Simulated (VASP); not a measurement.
A run of VASP 6.6.1 is set up as follows.

INCAR

```
PREC = Accurate
ENCUT = 520
EDIFF = 1E-6
ISMEAR = -1
SIGMA = 0.05
LREAL = F
LASPH = T
NELM = 150
ALGO = Normal
ISIF = 2
LWAVE = F
LCHARG = F
LMAXMIX = 4
LDAU = T
LDAUTYPE = 2
LDAUL = 2 -1
LDAUU = 8 0
LDAUJ = 0 0
LDAUPRINT = 1
GGA = CA
NBANDS = 15
```

KPOINTS

```
regular mesh
0
Gamma
  10 10 9
```

The input POSCAR:

```
TaN
1.0
    2.9380000000      0.0000000000      0.0000000000
   -1.4690000000      2.5443826363      0.0000000000
    0.0000000000      0.0000000000      2.8830000000
Ta N
1 1
Direct
    0.0000000000      0.0000000000      0.5000000000
    0.6666666667      0.3333333333      0.0000000000
```

Potentials or basis: VASP PAW LDA potentials, release 64 (Ta_pv, N).

Command:

```sh
$ cat potpaw_LDA.64/Ta_pv/POTCAR potpaw_LDA.64/N/POTCAR > POTCAR
$ mpirun -np 1 vasp_std > vasp.out
```

**Question.** Estimate the band gap on the k mesh.

**Answer.** Zero (band 8 reaches 9.69 eV, above the bottom of band 9 at 9.33 eV).

**Question.** Predict the pressure.

**Answer.** 17.1 GPa.

Stress tensor (GPa, compression positive):
```
16.65  0.00  0.00
 0.00 16.65  0.00
 0.00  0.00 17.97
```

Caveat: spin-orbit coupling is left out, which moves the levels of the heavy elements; U without spin polarisation on a metal has little footing.
